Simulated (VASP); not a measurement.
SiB2:

```xyz
6
Lattice="4.8365 0.0000 0.0000 -2.4182 4.1885 0.0000 0.0000 0.0000 2.7972" Properties=species:S:1:pos:R:3 pbc="T T T"
Si    2.4182    1.3962    1.3986
Si    0.0000    2.7923    1.3986
B     0.5456    0.9450    0.0000
B    -1.8727    3.2435    0.0000
B     3.7453    0.0000    0.0000
B     0.0000    0.0000    1.3986
```

The cell was generated, and may not be a known phase.

```yaml
Program: VASP 6.6.1
Task: relaxation of cell and atoms
Functional: PBE
Potentials_or_basis: VASP PAW PBE potentials, release 64 (Si, B)
Cutoff: 600 eV
k_mesh: 12 × 12 × 14
Occupations: gaussian, width 0.1 eV
Spin: no spin polarisation
```

At the start: pressure -0.1 GPa; volume 9.44 Å³/atom.

Question: How do energy, volume and symmetry change on relaxing?

Answer: Over 11 steps the energy falls by 6.3 meV/atom and the volume is 9.58 Å³/atom (+1.5 %); space group P-62m (No. 189, to 0.1 Å) before and after.

The path:
| step | energy change (eV) | largest force (eV/Å) | pressure (GPa) | volume (Å³) |
| --- | --- | --- | --- | --- |
| 1 | 0.0000 | 0.0212 | -0.06 | 56.67 |
| 2 | -0.0151 | 0.0613 | 0.41 | 56.63 |
| 3 | -0.0152 | 0.1729 | 2.34 | 56.49 |
| 4 | -0.0294 | 0.1294 | 1.21 | 56.58 |
| 5 | -0.0300 | 0.1444 | 1.48 | 56.56 |
| 6 | -0.0330 | 0.1402 | 0.07 | 57.46 |
| 7 | -0.0338 | 0.1415 | 0.49 | 57.18 |
| 8 | -0.0376 | 0.0288 | -0.29 | 57.60 |
| 9 | -0.0377 | 0.0376 | -0.24 | 57.56 |
| 10 | -0.0378 | 0.0226 | 0.24 | 57.45 |
| 11 | -0.0378 | 0.0010 | 0.05 | 57.50 |

Final structure:
```cif
data_structure
_symmetry_space_group_name_H-M 'P 1'
_symmetry_Int_Tables_number 1
_cell_length_a 4.9248
_cell_length_b 4.9248
_cell_length_c 2.7374
_cell_angle_alpha 90.000
_cell_angle_beta 90.000
_cell_angle_gamma 120.000
_cell_volume 57.50
loop_
_atom_site_label
_atom_site_type_symbol
_atom_site_fract_x
_atom_site_fract_y
_atom_site_fract_z
_atom_site_occupancy
Si1 Si 0.66667 0.33333 0.50000 1
Si2 Si 0.33333 0.66667 0.50000 1
B1 B 0.22293 0.22293 0.00000 1
B2 B 0.00000 0.77707 0.00000 1
B3 B 0.77707 0.00000 0.00000 1
B4 B 0.00000 0.00000 0.50000 1
```

Caveat: the highest band is partly filled, so the run has too few bands.
